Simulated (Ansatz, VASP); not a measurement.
One calculation of BN, two programs

POSCAR

```
BN
1.0
    2.4982400000      0.0000000000      0.0000000000
   -1.2491200000      2.1635393048      0.0000000000
    0.0000000000      0.0000000000      6.6357000000
N B
2 2
Direct
    0.6666666667      0.3333333333      0.2500000000
    0.3333333333      0.6666666667      0.7500000000
    0.6666666667      0.3333333333      0.7500000000
    0.3333333333      0.6666666667      0.2500000000
```

Contents of INCAR.step1:

```
SYSTEM = BN
PREC = Accurate
ENCUT = 520
EDIFF = 1E-5
ISMEAR = -1
SIGMA = 0.05
LREAL = .False.
LASPH = .True.
NELM = 60
ALGO = Normal
ISIF = 2
LWAVE = .True.
LCHARG = .False.
GGA = PE
NBANDS = 16
```

The input INCAR.step2:

```
SYSTEM = BN
PREC = Accurate
ENCUT = 520
EDIFF = 1E-7
ISMEAR = -1
SIGMA = 0.05
LREAL = .False.
LASPH = .True.
NELM = 60
ALGO = Normal
ISIF = 2
LWAVE = .False.
LCHARG = .False.
METAGGA = R2SCAN
LHFCALC = .True.
AEXX = 0.35
LMIXTAU = .True.
PRECFOCK = Normal
ISTART = 1
NBANDS = 16
```

Contents of KPOINTS:

```
Automatic mesh
0
Gamma
  7 7 3
  0 0 0
```

The input input.yaml:

```yaml
crystal:
  lattice:
    - [2.49824, 0.0, 0.0]
    - [-1.24912, 2.1635393048, 0.0]
    - [0.0, 0.0, 6.6357]
  atoms:
    - { symbol: "N", position: [0.6666666667, 0.3333333333, 0.25] }
    - { symbol: "N", position: [0.3333333333, 0.6666666667, 0.75] }
    - { symbol: B, position: [0.6666666667, 0.3333333333, 0.75] }
    - { symbol: B, position: [0.3333333333, 0.6666666667, 0.25] }
hamiltonian:
  xc: { exchange: r2scan, correlation: r2scan, exx: { coeff: 0.35 } }
  pseudopotentials: { kind: paw }
kpoints:
  mp_grid: { grid: [7, 7, 3] }
scf:
  occupations: { method: fermi_dirac, width: 0.05 }
output:
  forces: true
  stress: true
  eigenvalues: true
```

Alike in both runs: task single point; functional r2SCAN-based global hybrid with a share of 0.35 of exact exchange; k mesh 7 × 7 × 3; occupations fermi-dirac, width 0.05 eV; no spin polarisation.

```csv
,VASP,Ansatz
version,VASP 6.6.1,Ansatz 0.2.0
potentials or method,"VASP PAW PBE potentials, release 64 (N, B)",Ansatz PAW
plane-wave cutoff (eV),520,500
valence electrons in the cell,16,16
```

```csv
,VASP,Ansatz,Ansatz less VASP
gap on the k mesh at the Fermi level (eV),7.80,7.76,-0.040
least direct gap on the mesh (eV),8.04,8.01,-0.037
pressure (GPa),-3.1,-3.5,-0.41
"traceless stress, the component that is largest in VASP (GPa)",3.66,4.44,+0.779
```

VASP's potentials were made for PBE, not for r2SCAN-based global hybrid.

Noted on Ansatz's run: odd divisions of the mesh miss points on the zone boundary, where band edges often lie, so the gap on the mesh can be too wide.
